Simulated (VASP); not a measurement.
Here is a VASP 6.6.1 calculation.

File INCAR:

```
SYSTEM = ZrS2
PREC = Accurate
ENCUT = 500
EDIFF = 1E-6
ISMEAR = 0
SIGMA = 0.01
LREAL = .False.
LASPH = .True.
NELM = 120
ALGO = Normal
ISIF = 2
LWAVE = .False.
LCHARG = .True.
GGA = PE
LELF = .True.
LVHAR = .True.
NBANDS = 19
GGA_COMPAT = .False.
```

Contents of KPOINTS:

```
regular mesh
0
Gamma
  6 6 2
  0 0 0
```

Contents of POSCAR:

```
ZrS2
1.0
    3.7515130587      0.0000000000      0.0000000000
   -1.8757565293      3.2489056115      0.0000000000
    0.0000000000      0.0000000000      6.2115091961
Zr S
1 2
Direct
    0.0000000000      0.0000000000      0.0000000000
    0.6666666667      0.3333333333      0.7649092999
    0.3333333333      0.6666666667      0.2350907001
```

Potentials or basis: VASP PAW PBE potentials, release 64 (Zr_sv, S).

Command:

```bash
$ cat potpaw_PBE.64/Zr_sv/POTCAR potpaw_PBE.64/S/POTCAR > POTCAR
$ mpirun -np 1 vasp_std > vasp.out
```

Predict the pressure.

-3.4 GPa.

What does it give for the largest force?

0.467 eV/Å.

Predict the band gap on the k mesh.

1.13 eV, indirect (least direct gap 1.65 eV).

Stress tensor (GPa, compression positive):
```
-3.92  0.00  0.00
 0.00 -3.92  0.00
 0.00  0.00 -2.35
```

Caveat: the k points lie up to 0.51 Å⁻¹ apart; this functional lacks dispersion, which binds the layers, so the pressure and a relaxed spacing across them are unreliable. A k mesh can miss the band edges.
